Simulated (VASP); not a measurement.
# Sb (Fm-3m) in VASP: a series of runs, part 2 of 2

VASP 6.6.1. The steps go on from the part before.

## (3) Relaxation of cell and atoms, PBE, target pressure 22 GPa, at which the enthalpy is minimised

The input, INCAR:

```
  PREC = Accurate
  ENCUT = 600
  EDIFF = 1E-6
  ISMEAR = -1
  SIGMA = 0.08
  LREAL = False
  LASPH = True
  NELM = 100
  ALGO = Normal
  ISIF = 3
  LWAVE = False
  LCHARG = False
  GGA = PE
  IBRION = 2
  NSW = 32
  EDIFFG = -0.005
  PSTRESS = 220.0
```

The input, KPOINTS:

```
Automatic mesh
0
Gamma
  15 15 15
```

The input, POSCAR:

```
Sb
1.0
    0.0000000000      2.2227421678      2.2227421678
    2.2227421678      0.0000000000      2.2227421678
    2.2227421678      2.2227421678      0.0000000000
Sb
1
Direct
    0.0000000000      0.0000000000      0.0000000000
```

Potentials or basis: VASP PAW PBE potentials, release 64 (Sb).

The run is started by

```bash
$ cat potpaw_PBE.64/Sb/POTCAR > POTCAR
$ mpirun -np 1 vasp_std > vasp.out
```

OUTCAR:

```text
PREC = Accurate
   ENCUT = 600
   EDIFF = 1E-6
   ISMEAR = -1
   LREAL = False
   LASPH = True
   NELM = 100
   ISIF = 3
   GGA = PE
   IBRION = 2
   NSW = 32
   EDIFFG = -0.005
   PSTRESS = 220.0

 ion  position               nearest neighbor table
   1  0.000  0.000  0.000-

  LATTYP: Found a face centered cubic cell.
 ALAT       =     4.4454843356

  Lattice vectors:

 A1 = (   0.0000000000,   2.2227421678,   2.2227421678)
 A2 = (   2.2227421678,   0.0000000000,   2.2227421678)
 A3 = (   2.2227421678,   2.2227421678,   0.0000000000)

Analysis of symmetry for initial positions (statically):
=====================================================================
 Subroutine PRICEL returns:
 Original cell was already a primitive cell.

 Routine SETGRP: Setting up the symmetry group for a
 face centered cubic supercell.

 Subroutine GETGRP returns: Found 48 space group operations
 (whereof 48 operations were pure point group operations)
 out of a pool of 48 trial point group operations.

The static configuration has the point symmetry O_h .

Analysis of symmetry for dynamics (positions and initial velocities):
=====================================================================
 Subroutine PRICEL returns:
 Original cell was already a primitive cell.

 Routine SETGRP: Setting up the symmetry group for a
 face centered cubic supercell.

 Subroutine GETGRP returns: Found 48 space group operations
 (whereof 48 operations were pure point group operations)
 out of a pool of 48 trial point group operations.

The dynamic configuration has the point symmetry O_h .

 Subroutine INISYM returns: Found 48 space group operations
 (whereof 48 operations are pure point group operations),
 and found     1 'primitive' translations

----------------------------------------------------------------------------------------

                                     Primitive cell

  volume of cell :      21.9633

  direct lattice vectors                    reciprocal lattice vectors
     0.000000000  2.222742168  2.222742168    -0.224947368  0.224947368  0.224947368
     2.222742168  0.000000000  2.222742168     0.224947368 -0.224947368  0.224947368
     2.222742168  2.222742168  0.000000000     0.224947368  0.224947368 -0.224947368

  length of vectors
     3.143432119  3.143432119  3.143432119     0.389620270  0.389620270  0.389620270

  position of ions in fractional coordinates (direct lattice)
     0.000000000  0.000000000  0.000000000

  ion indices of the primitive-cell ions
   primitive index   ion index
                 1           1

----------------------------------------------------------------------------------------

 KPOINTS: Automatic mesh

Automatic generation of k-mesh.
 Grid dimensions read from file:
 generate k-points for:   15   15   15

 Generating k-lattice:

  Cartesian coordinates                     Fractional coordinates (reciprocal lattice)
    -0.014996491  0.014996491  0.014996491     0.066666667  0.000000000  0.000000000
     0.014996491 -0.014996491  0.014996491     0.000000000  0.066666667  0.000000000
     0.014996491  0.014996491 -0.014996491     0.000000000  0.000000000  0.066666667

  Length of vectors
     0.025974685  0.025974685  0.025974685

  Shift w.r.t. Gamma in fractional coordinates (k-lattice)
     0.000000000  0.000000000  0.000000000

 Subroutine IBZKPT returns following result:
 ===========================================

 Found    120 irreducible k-points:

 Following reciprocal coordinates:
            Coordinates               Weight
  0.000000  0.000000  0.000000      1.000000
  0.066667  0.000000  0.000000      8.000000
  0.133333  0.000000  0.000000      8.000000
  0.200000  0.000000  0.000000      8.000000
  0.266667  0.000000  0.000000      8.000000
  0.333333  0.000000  0.000000      8.000000
[... 16 lines left out ...]
  0.133333  0.133333  0.000000      6.000000
  0.200000  0.133333  0.000000     24.000000
 [... further k-points ...]
   k-points           NKPTS =    120   k-points in BZ     NKDIM =    120   number of bands    NBANDS=      6
   number of dos      NEDOS =    301   number of ions     NIONS =      1
   total plane-waves  NPLWV =  21952
   dimension x,y,z NGX =    28 NGY =   28 NGZ =   28
   dimension x,y,z NGXF=    56 NGYF=   56 NGZF=   56
   ions per type =               1
   NGX,Y,Z   is equivalent  to a cutoff of  14.81, 14.81, 14.81 a.u.
   NGXF,Y,Z  is equivalent  to a cutoff of  29.62, 29.62, 29.62 a.u.
 SYSTEM =  unknown system
   PREC   = accura    normal or accurate (medium, high low for compatibility)
   ISTART =      0    job   : 0-new  1-cont  2-samecut
   ICHARG =      2    charge: 1-file 2-atom 10-const
   ISPIN  =      1    spin polarized calculation?
   LNONCOLLINEAR =      F non collinear calculations
   LSORBIT =      F    spin-orbit coupling
   LASPH  =      T    aspherical Exc in radial PAW
   ENCUT  =  600.0 eV  44.10 Ry    6.64 a.u.   6.28  6.28  6.28*2*pi/ulx,y,z
   NELM   =    100;   NELMIN=  2; NELMDL= -5     # of ELM steps
   EDIFF  = 0.1E-05   stopping-criterion for ELM
   LREAL  =      F    real-space projection
   EDIFFG = -.5E-02   stopping-criterion for IOM
   NSW    =     32    number of steps for IOM
   IBRION =      2    ionic relax: 0-MD 1-quasi-New 2-CG
   NFREE  =      1    steps in history (QN), initial steepest desc. (CG)
   ISIF   =      3    stress and relaxation
   ISYM   =      2    0-nonsym 1-usesym 2-fastsym
   POTIM  = 0.5000    time-step for ionic-motion
   TEBEG  =    0.0;   TEEND  =   0.0 temperature during run
   PSTRESS=  220.0 pullay stress
   NELECT =       5.0000    total number of electrons
   NUPDOWN=      -1.0000    fix difference up-down
   EMIN   =  10.00;   EMAX   =-10.00  energy-range for DOS
   EFERMI =   0.00;   METHOD = LEGACY
   ISMEAR =    -1;   SIGMA  =   0.08  broadening in eV -4-tet -1-fermi 0-gaus
   EFERMI_NEDOS =   21; number of points for ismear=-14 and -15
   IALGO  =     38    algorithm
   IMIX   =      4    mixing-type and parameters
     AMIX     =   0.40;   BMIX     =  1.00
     AMIX_MAG =   1.60;   BMIX_MAG =  1.00
  volume/ion in A,a.u.               =      21.96       148.22
  Fermi-wavevector in a.u.,A,eV,Ry     =   0.999614  1.888997 13.595329  0.999229
  Thomas-Fermi vector in A             =   2.131916
   LORBIT       =      0    0 simple, 1 ext, 2 COOP (PROOUT), +10 PAW based schemes
   GGA     = PE    functional components
   LHFCALC =     F    Hartree Fock is set to
   AEXX    =    0.0000 exact exchange contribution
   IVDW    =     0    specifies the selected vdW correction
   LEPSILON=     F    determine dielectric tensor
   LRPA    =     F    only Hartree local field effects (RPA)
 conjugate gradient relaxation of ions
 non-spin polarized calculation
  energy-cutoff  :      600.00
  volume of cell :       21.96
 maximum number of plane-waves:       751
 NGX is ok and might be reduce to    28
   NGX = 13   NGY = 13   NGZ = 13

 number of electron       5.0000000 magnetization

 Free energy of the ion-electron system (eV)
  ---------------------------------------------------
  ext. energy  EPLUGINS =         0.00000000
  ---------------------------------------------------
  free energy    TOTEN  =        -3.52814182 eV

  energy without entropy =       -3.51634682  energy(sigma->0) =       -3.52224432

 E-fermi :  11.5062     XC(G=0): -11.1498

 val. band max:       11.4687830779   @ k =  -0.2667   0.4000   0.1333
 cond. band min:      11.5149729330   @ k =   0.4000   0.2667   0.1333
 fundamental gap:      0.0461898551
 Fermi energy:        11.5062142867

 k-point     1 :       0.0000    0.0000    0.0000
  band No.  band energies     occupation
      1      -3.2713      2.00000
      2      18.4033      0.00000
      3      18.4033      0.00000
      4      18.4033      0.00000
      5      21.5829      0.00000
      6      22.1050      0.00000

 k-point     2 :       0.0667    0.0000    0.0000
  band No.  band energies     occupation
      1      -3.1653      2.00000
      2      17.2147      0.00000
      3      18.2166      0.00000
      4      18.2166      0.00000
      5      20.9194      0.00000
      6      22.3869      0.00000
[... 181 lines left out ...]
 k-point    23 :       0.1333    0.1333    0.0000
  band No.  band energies     occupation
      1      -2.7058      2.00000
      2      16.2771      0.00000
      3      16.2771      0.00000
      4      16.6387      0.00000
      5      19.0842      0.00000
      6      21.9435      0.00000

 k-point    24 :       0.2000    0.1333    0.0000
  band No.  band energies     occupation
      1      -2.3174      2.00000
      2      14.2630      0.00000
      3      15.6370      0.00000
      4      16.5098      0.00000
      5      19.1087      0.00000
      6      20.8857      0.00000

 [... further k-points ...]
[... 5 lines left out ...]
  --------------------------------------------------------------------------------------
  -------------------------------------------------------------------------------------
  Total        3.0113004      3.0113004      3.0113004     -0.0000000      0.0000000      0.0000000
  in kB      219.6683065    219.6683065    219.6683065     -0.0000000      0.0000000      0.0000000
  external PRESSURE =      -0.3316935 kB  Pullay stress =     220.0000000 kB

 VOLUME and BASIS-vectors are now :
 -----------------------------------------------------------------------------
  energy-cutoff  :      600.00
  volume of cell :       21.96
      direct lattice vectors                 reciprocal lattice vectors
     0.000000000  2.222742168  2.222742168    -0.224947368  0.224947368  0.224947368
     2.222742168  0.000000000  2.222742168     0.224947368 -0.224947368  0.224947368
     2.222742168  2.222742168  0.000000000     0.224947368  0.224947368 -0.224947368

 POSITION                                       TOTAL-FORCE (eV/Angst)
 -----------------------------------------------------------------------------------
      0.00000      0.00000      0.00000        -0.000000     -0.000000     -0.000000
 -----------------------------------------------------------------------------------
    total drift:                                0.000000      0.000000      0.000000

  FREE ENERGIE OF THE ION-ELECTRON SYSTEM (eV)
  ---------------------------------------------------
  free  energy   TOTEN  =        -3.5281418191 eV

  energy  without entropy=       -3.5163468178  energy(sigma->0) =       -3.52224432

  enthalpy is  TOTEN    =        -0.5122944385 eV   P V=        3.0158473806

 reached required accuracy - stopping structural energy minimisation
```

OSZICAR:

```text
N       E                     dE             d eps       ncg     rms          rms(c)
DAV:   1     0.112275639478E+02    0.11228E+02   -0.19053E+03  1458   0.643E+02
DAV:   2    -0.330716447933E+01   -0.14535E+02   -0.13777E+02  2118   0.863E+01
DAV:   3    -0.353466476724E+01   -0.22750E+00   -0.22427E+00  1740   0.115E+01
DAV:   4    -0.353547938815E+01   -0.81462E-03   -0.81457E-03  1920   0.884E-01
DAV:   5    -0.353548333586E+01   -0.39477E-05   -0.39474E-05  1926   0.464E-02    0.251E+00
DAV:   6    -0.353092039789E+01    0.45629E-02   -0.52054E-04  1812   0.184E-01    0.148E+00
DAV:   7    -0.352814616301E+01    0.27742E-02   -0.13266E-03  1686   0.287E-01    0.368E-02
DAV:   8    -0.352814236975E+01    0.37933E-05   -0.24733E-05  1962   0.508E-02    0.813E-03
DAV:   9    -0.352814181908E+01    0.55067E-06   -0.52600E-07  1350   0.700E-03
   1 F= -.51229444E+00 E0= -.50639694E+00  d E =-.512294E+00
```

Run time: 8 s. Hardware: 1 thread of Intel Xeon 6975P-C (Granite Rapids), shared host; peak memory 0.16 GiB.

Results:

```
Free energy             : -3.5281 eV
Pressure after relaxing : 22.0 GPa
```

Final structure:
```xyz
1
Lattice="0.0000 2.2227 2.2227 2.2227 0.0000 2.2227 2.2227 2.2227 0.0000" Properties=species:S:1:pos:R:3 pbc="T T T"
Sb    0.0000    0.0000    0.0000
```

Levels at points of the mesh, in eV from the Fermi level:
```csv
k point,band 1,band 2,band 3,band 4,band 5
"(0.00, 0.00, 0.00)",-14.78,6.90,6.90,6.90,10.08
```

Caveat: the relaxation stopped at its first step, so nothing moved; the cell is relaxed towards a set pressure, so the enthalpy falls and the energy may rise; spin-orbit coupling is left out, which moves the levels of the heavy elements.

## (4) Relaxation of cell and atoms, PBE

This run uses another cell than the first one, of 28.00 Å³/atom, 1.274 times its volume.

The input, INCAR:

```
PREC = Accurate
ENCUT = 600
EDIFF = 1E-7
ISMEAR = -1
SIGMA = 0.08
LREAL = F
LASPH = T
NELM = 80
ALGO = Normal
ISIF = 3
LWAVE = F
LCHARG = F
GGA = PE
IBRION = 2
NSW = 60
EDIFFG = -0.005
```

The input, KPOINTS:

```
regular mesh
0
Gamma
  14 14 14
```

The input, POSCAR:

```
Sb
1.0
    0.0000000000      2.4101422642      2.4101422642
    2.4101422642      0.0000000000      2.4101422642
    2.4101422642      2.4101422642      0.0000000000
Sb
1
Direct
    0.0000000000      0.0000000000      0.0000000000
```

The run is started by

```bash
$ cat potpaw_PBE.64/Sb/POTCAR > POTCAR
$ mpirun -np 1 vasp_std > vasp.out
```

It took 27 s on 1 thread of Intel Xeon 6975P-C, shared host; peak memory 0.17 GiB.

The run converged. Its results:

| Quantity | Value |
| --- | --- |
| Free energy | -3.8242 eV |
| Relaxed volume | 27.40 Å³/atom |
| Relaxed cell | a = 3.384 Å, b = 3.384 Å, c = 3.384 Å, α = 60.00°, β = 60.00°, γ = 60.00° |
| Space group after relaxing (to 0.05 Å) | Fm-3m (No. 225) |
| Energy gained by relaxing | 2.3 meV/atom |
| Ionic steps | 3 |
| Pressure after relaxing | 0.0 GPa |

The path:
```csv
step,energy change (eV),largest force (eV/Å),pressure (GPa),volume (Å³)
1,0.0000,0.0000,-1.22,28.00
2,-0.0019,0.0000,0.57,27.15
3,-0.0023,0.0000,0.00,27.40
```

Final structure:
```cif
data_structure
_symmetry_space_group_name_H-M 'P 1'
_symmetry_Int_Tables_number 1
_cell_length_a 3.3840
_cell_length_b 3.3840
_cell_length_c 3.3840
_cell_angle_alpha 60.000
_cell_angle_beta 60.000
_cell_angle_gamma 60.000
_cell_volume 27.40
loop_
_atom_site_label
_atom_site_type_symbol
_atom_site_fract_x
_atom_site_fract_y
_atom_site_fract_z
_atom_site_occupancy
Sb1 Sb 0.00000 0.00000 0.00000 1
```

Levels at points of the mesh, in eV from the Fermi level:
| k point | band 1 | band 2 | band 3 | band 4 | band 5 |
| --- | --- | --- | --- | --- | --- |
| (0.00, 0.00, 0.00) | -12.84 | 5.14 | 5.14 | 5.14 | 9.85 |
| (0.50, 0.00, 0.00) | -9.19 | -5.75 | 3.50 | 3.50 | 8.01 |
| (0.50, 0.50, 0.00) | -7.61 | -4.88 | 0.32 | 0.32 | 4.08 |

Caveat: spin-orbit coupling is left out, which moves the levels of the heavy elements.

## (5) Overview

| cell | k mesh | gap on the mesh (eV) | pressure (GPa) |
| --- | --- | --- | --- |
| relaxed to 22 GPa from a = 3.144 Å, angles 60.0°, 1 atom | 15 × 15 × 15 | none | 22.0 |
| relaxed to 22 GPa from a = 3.143 Å, angles 60.0°, 1 atom | 15 × 15 × 15 | none | 22.0 |
| relaxed from a = 3.408 Å, angles 60.0°, 1 atom | 14 × 14 × 14 | none | 0.0 |

Alike in all rows: task relaxation of cell and atoms; level PBE; potentials or basis VASP PAW PBE potentials, release 64 (Sb); no spin polarisation; cutoff (eV) 600; smearing fermi-dirac 0.08 eV.

Caveats: spin-orbit coupling is left out, which moves the levels of the heavy elements; the cell is relaxed towards a set pressure, so the enthalpy falls and the energy may rise (some runs); the relaxation stopped at its first step, so nothing moved (some runs).

Total energies depend on the potentials used, so only differences within one code and one set of settings carry meaning.
